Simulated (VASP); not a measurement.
A run of VASP 6.6.1 is set up as follows.

The input INCAR:

```
SYSTEM = Al
PREC = Accurate ; ENCUT = 520
EDIFF = 1E-8 ; ISMEAR = -1
SIGMA = 0.05 ; LREAL = .FALSE.
LASPH = .TRUE. ; NELM = 80
ALGO = Normal ; ISIF = 2
LWAVE = .FALSE. ; LCHARG = .FALSE.
GGA = PE ; LEFG = .TRUE.
NBANDS = 8
```

The input KPOINTS:

```
Automatic mesh
0
G
  14 14 14
  0 0 0
```

Contents of POSCAR:

```
Al
1.0
    0.0404796000      2.0442198000      2.0442198000
    2.0442198000      0.0404796000      2.0442198000
    2.0442198000      2.0442198000      0.0404796000
Al
1
Direct
    0.0000000000      0.0000000000      0.0000000000
```

Potentials or basis: VASP PAW PBE potentials, release 64 (Al).

The run is started by

```console
$ cat potpaw_PBE.64/Al/POTCAR > POTCAR
$ mpirun -np 1 vasp_std > vasp.out
```

Task: Predict the pressure.

Result: -0.5 GPa.

Electric field gradients, principal values (V/Å²):
| atom | least | middle | greatest (by size) |
| --- | --- | --- | --- |
| 1 Al | -1.418 | -1.418 | 2.836 |

Caveat: the cell differs from its parent crystal (equal xy, yz and zx shear strains of +2 %); without QUAD_EFG the Cq values of the log hold for a quadrupole moment of 1 mb, not for the nuclei.
